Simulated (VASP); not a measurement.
# Nb (P6_3/mmc) in VASP: further runs, part 2 of 3

VASP 6.6.1. The steps go on from the part before.

## 3. Relaxation of shape and atoms at fixed volume, LDA

This run uses another cell than the first one, of 14.99 Å³/atom, 1.133 times its volume.

File INCAR:

```
SYSTEM = Nb
ALGO = Normal
EDIFF = 1E-6
EDIFFG = -0.005
ENCUT = 600
GGA = CA
IBRION = 2
ISIF = 4
ISMEAR = -1
LASPH = .True.
LCHARG = .False.
LREAL = .False.
LWAVE = .False.
NELM = 100
NSW = 50
PREC = Accurate
SIGMA = 0.05
```

File KPOINTS:

```
k-points
0
Gamma
  15 15 8
  0 0 0
```

File POSCAR:

```
Nb
1.0
    2.6626093987      0.0000000000      0.0000000000
   -1.3313046994      2.3058873796      0.0000000000
    0.0000000000      0.0000000000      4.8836669985
Nb
2
Direct
    0.3333333333      0.6666666667      0.2500000000
    0.6666666667      0.3333333333      0.7500000000
```

Potentials or basis: VASP PAW LDA potentials, release 64 (Nb_sv).

Run with:

```bash
$ cat potpaw_LDA.64/Nb_sv/POTCAR > POTCAR
$ mpirun -np 1 vasp_std > vasp.out
```

OUTCAR:

```text
SYSTEM = Nb
   EDIFF = 1E-6
   EDIFFG = -0.005
   ENCUT = 600
   GGA = CA
   IBRION = 2
   ISIF = 4
   ISMEAR = -1
   LASPH = .True.
   LREAL = .False.
   NELM = 100
   NSW = 50
   PREC = Accurate

 ion  position               nearest neighbor table
   1  0.333  0.667  0.250-   2 2.89   2 2.89   2 2.89   2 2.89   2 2.89   2 2.89
   2  0.667  0.333  0.750-   1 2.89   1 2.89   1 2.89   1 2.89   1 2.89   1 2.89

  LATTYP: Found a hexagonal cell.
 ALAT       =     2.6626093987
 C/A-ratio  =     1.8341657627

  Lattice vectors:

 A1 = (   2.6626093987,   0.0000000000,   0.0000000000)
 A2 = (  -1.3313046994,   2.3058873796,   0.0000000000)
 A3 = (   0.0000000000,   0.0000000000,   4.8836669985)

Analysis of symmetry for initial positions (statically):
=====================================================================
 Subroutine PRICEL returns:
 Original cell was already a primitive cell.

 Routine SETGRP: Setting up the symmetry group for a
 hexagonal supercell.

 Subroutine GETGRP returns: Found 24 space group operations
 (whereof 12 operations were pure point group operations)
 out of a pool of 24 trial point group operations.

The static configuration has the point symmetry D_3d.
 The point group associated with its full space group is D_6h.

Analysis of symmetry for dynamics (positions and initial velocities):
=====================================================================
 Subroutine PRICEL returns:
 Original cell was already a primitive cell.

 Routine SETGRP: Setting up the symmetry group for a
 hexagonal supercell.

 Subroutine GETGRP returns: Found 24 space group operations
 (whereof 12 operations were pure point group operations)
 out of a pool of 24 trial point group operations.

The dynamic configuration has the point symmetry D_3d.
 The point group associated with its full space group is D_6h.

 Subroutine INISYM returns: Found 24 space group operations
 (whereof 12 operations are pure point group operations),
 and found     1 'primitive' translations

----------------------------------------------------------------------------------------

                                     Primitive cell

  volume of cell :      29.9841

  direct lattice vectors                    reciprocal lattice vectors
     2.662609399  0.000000000  0.000000000     0.375571423  0.216836262  0.000000000
    -1.331304699  2.305887380  0.000000000     0.000000000  0.433672524  0.000000000
     0.000000000  0.000000000  4.883666998     0.000000000  0.000000000  0.204764166

  length of vectors
     2.662609399  2.662609399  4.883666998     0.433672524  0.433672524  0.204764166

  position of ions in fractional coordinates (direct lattice)
     0.333333333  0.666666667  0.250000000
     0.666666667  0.333333333  0.750000000

  ion indices of the primitive-cell ions
   primitive index   ion index
                 1           1
                 2           2

----------------------------------------------------------------------------------------

 KPOINTS: k-points

Automatic generation of k-mesh.
[... 45 lines left out ...]
  0.333333  0.200000  0.000000     12.000000
  0.400000  0.200000  0.000000      6.000000
 [... further k-points ...]
   k-points           NKPTS =    135   k-points in BZ     NKDIM =    135   number of bands    NBANDS=     17
   number of dos      NEDOS =    301   number of ions     NIONS =      2
   total plane-waves  NPLWV =  23040
   dimension x,y,z NGX =    24 NGY =   24 NGZ =   40
   dimension x,y,z NGXF=    48 NGYF=   48 NGZF=   80
   ions per type =               2
   NGX,Y,Z   is equivalent  to a cutoff of  14.98, 14.98, 13.62 a.u.
   NGXF,Y,Z  is equivalent  to a cutoff of  29.97, 29.97, 27.23 a.u.
 SYSTEM =  Nb
   PREC   = accura    normal or accurate (medium, high low for compatibility)
   ISTART =      0    job   : 0-new  1-cont  2-samecut
   ICHARG =      2    charge: 1-file 2-atom 10-const
   ISPIN  =      1    spin polarized calculation?
   LNONCOLLINEAR =      F non collinear calculations
   LSORBIT =      F    spin-orbit coupling
   LASPH  =      T    aspherical Exc in radial PAW
   ENCUT  =  600.0 eV  44.10 Ry    6.64 a.u.   5.32  5.32  9.75*2*pi/ulx,y,z
   NELM   =    100;   NELMIN=  2; NELMDL= -5     # of ELM steps
   EDIFF  = 0.1E-05   stopping-criterion for ELM
   LREAL  =      F    real-space projection
   EDIFFG = -.5E-02   stopping-criterion for IOM
   NSW    =     50    number of steps for IOM
   IBRION =      2    ionic relax: 0-MD 1-quasi-New 2-CG
   NFREE  =      1    steps in history (QN), initial steepest desc. (CG)
   ISIF   =      4    stress and relaxation
   ISYM   =      2    0-nonsym 1-usesym 2-fastsym
   POTIM  = 0.5000    time-step for ionic-motion
   TEBEG  =    0.0;   TEEND  =   0.0 temperature during run
   PSTRESS=    0.0 pullay stress
   NELECT =      26.0000    total number of electrons
   NUPDOWN=      -1.0000    fix difference up-down
   EMIN   =  10.00;   EMAX   =-10.00  energy-range for DOS
   EFERMI =   0.00;   METHOD = LEGACY
   ISMEAR =    -1;   SIGMA  =   0.05  broadening in eV -4-tet -1-fermi 0-gaus
   EFERMI_NEDOS =   21; number of points for ismear=-14 and -15
   IALGO  =     38    algorithm
   IMIX   =      4    mixing-type and parameters
     AMIX     =   0.40;   BMIX     =  1.00
     AMIX_MAG =   1.60;   BMIX_MAG =  1.00
  volume/ion in A,a.u.               =      14.99       101.17
  Fermi-wavevector in a.u.,A,eV,Ry     =   1.561117  2.950083 33.158566  2.437086
  Thomas-Fermi vector in A             =   2.664229
   LORBIT       =      0    0 simple, 1 ext, 2 COOP (PROOUT), +10 PAW based schemes
   GGA     = CA    functional components
   LHFCALC =     F    Hartree Fock is set to
   AEXX    =    0.0000 exact exchange contribution
   IVDW    =     0    specifies the selected vdW correction
   LEPSILON=     F    determine dielectric tensor
   LRPA    =     F    only Hartree local field effects (RPA)
 conjugate gradient relaxation of ions
 non-spin polarized calculation
  energy-cutoff  :      600.00
  volume of cell :       29.98
 maximum number of plane-waves:      1014
 NGX is ok and might be reduce to    24
   NGX = 11   NGY = 11   NGZ = 19

--------------------------------------- Ionic step        1  -------------------------------------------

 number of electron      26.0000001 magnetization

 Free energy of the ion-electron system (eV)
  ---------------------------------------------------
  ext. energy  EPLUGINS =         0.00000000
  ---------------------------------------------------
  free energy    TOTEN  =       -21.30941831 eV

  energy without entropy =      -21.29112065  energy(sigma->0) =      -21.30026948

------------------------ aborting loop because EDIFF is reached ----------------------------------------

  FORCE on cell =-STRESS in cart. coord.  units (eV):
  Direction    XX          YY          ZZ          XY          YZ          ZX
  --------------------------------------------------------------------------------------
  -------------------------------------------------------------------------------------
  Total        7.6164825      7.6164825      6.9281716     -0.0000000     -0.0000000      0.0000000
  in kB      406.9803420    406.9803420    370.2010276     -0.0000000     -0.0000000      0.0000000
  external PRESSURE =     394.7205705 kB  Pullay stress =       0.0000000 kB
[... 59 lines left out ...]
--------------------------------------- Ionic step        3  -------------------------------------------

 number of electron      26.0000001 magnetization

 Free energy of the ion-electron system (eV)
  ---------------------------------------------------
  ext. energy  EPLUGINS =         0.00000000
  ---------------------------------------------------
  free energy    TOTEN  =       -21.31232335 eV

  energy without entropy =      -21.29562403  energy(sigma->0) =      -21.30397369

 E-fermi :  14.2098     XC(G=0): -13.6720

 val. band max:       14.1844649065   @ k =   0.2667   0.0000   0.3750
 cond. band min:      14.2305870530   @ k =   0.0667  -0.0000   0.5000
 fundamental gap:      0.0461221465
 Fermi energy:        14.2097581514

 k-point     1 :       0.0000    0.0000    0.0000
  band No.  band energies     occupation
      1     -40.1967      2.00000
      2     -39.8734      2.00000
      3     -17.3016      2.00000
      4     -15.3758      2.00000
      5     -15.0841      2.00000
      6     -15.0841      2.00000
[... 457 lines left out ...]
      4     -17.0032      2.00000
      5     -16.2565      2.00000
      6     -16.1069      2.00000
[... 9 lines left out ...]
     16      18.5638      0.00000
     17      18.6086      0.00000

 [... further k-points ...]

------------------------ aborting loop because EDIFF is reached ----------------------------------------

  FORCE on cell =-STRESS in cart. coord.  units (eV):
  Direction    XX          YY          ZZ          XY          YZ          ZX
  --------------------------------------------------------------------------------------
  -------------------------------------------------------------------------------------
  Total        7.3556088      7.3556088      7.3624119     -0.0000000     -0.0000000      0.0000000
  in kB      393.0407767    393.0407766    393.4042960     -0.0000000     -0.0000000      0.0000000
  external PRESSURE =     393.1619498 kB  Pullay stress =       0.0000000 kB
[... 17 lines left out ...]
  FREE ENERGIE OF THE ION-ELECTRON SYSTEM (eV)
  ---------------------------------------------------
  free  energy   TOTEN  =       -21.3123233534 eV

  energy  without entropy=      -21.2956240296  energy(sigma->0) =      -21.30397369

 reached required accuracy - stopping structural energy minimisation
```

CONTCAR:

```text
Nb
   1.00000000000000
     2.6737755029091663   -0.0000000000080040    0.0000000000000000
    -1.3368877515117246    2.3155575095021677   -0.0000000000000000
     0.0000000000000000   -0.0000000000000000    4.8429622583733680
  Nb
     2
Direct
     0.3333333332999970    0.6666666667000030    0.2500000000000000
     0.6666666667000030    0.3333333332999970    0.7500000000000000

  0.00000000E+00  0.00000000E+00  0.00000000E+00
  0.00000000E+00  0.00000000E+00  0.00000000E+00
```

Wall time 87 s (1 thread of Intel Xeon Platinum 8488C (Sapphire Rapids), shared host); peak memory 0.19 GiB.

What came out:

| Item | Value |
| --- | --- |
| Free energy | -21.3123 eV |
| Energy gained by relaxing | 1.5 meV/atom |
| Ionic steps | 3 |
| Pressure after relaxing | 39.3 GPa |
| Band gap on the k mesh | zero (band 13 reaches 16.75 eV, above the bottom of band 14 at 13.17 eV) |

Step by step:
```csv
step,energy change (eV),largest force (eV/Å),pressure (GPa),volume (Å³)
1,0.0000,0.0000,39.47,29.98
2,-0.0026,0.0000,39.24,29.98
3,-0.0029,0.0000,39.32,29.98
```

Final structure:
```yaml
crystal:
  lattice:
    - [2.67378, 0.00000, 0.00000]
    - [-1.33689, 2.31556, 0.00000]
    - [0.00000, 0.00000, 4.84296]
  atoms:
    - { symbol: Nb, position: [0.33333, 0.66667, 0.25000] }
    - { symbol: Nb, position: [0.66667, 0.33333, 0.75000] }
```

Levels at points of the mesh, in eV from the Fermi level:
| k point | band 9 | band 10 | band 11 | band 12 | band 13 | band 14 | band 15 | band 16 | band 17 |
| --- | --- | --- | --- | --- | --- | --- | --- | --- | --- |
| (0.00, 0.00, 0.00) | -6.55 | -4.57 | -1.43 | 0.11 | 0.11 | 0.74 | 0.74 | 1.48 | 3.00 |
| (0.00, 0.00, 0.50) | -4.70 | -4.70 | -1.48 | -1.48 | 0.19 | 0.19 | 0.19 | 0.19 | 4.59 |

(Part 2 of 3 ends here.)
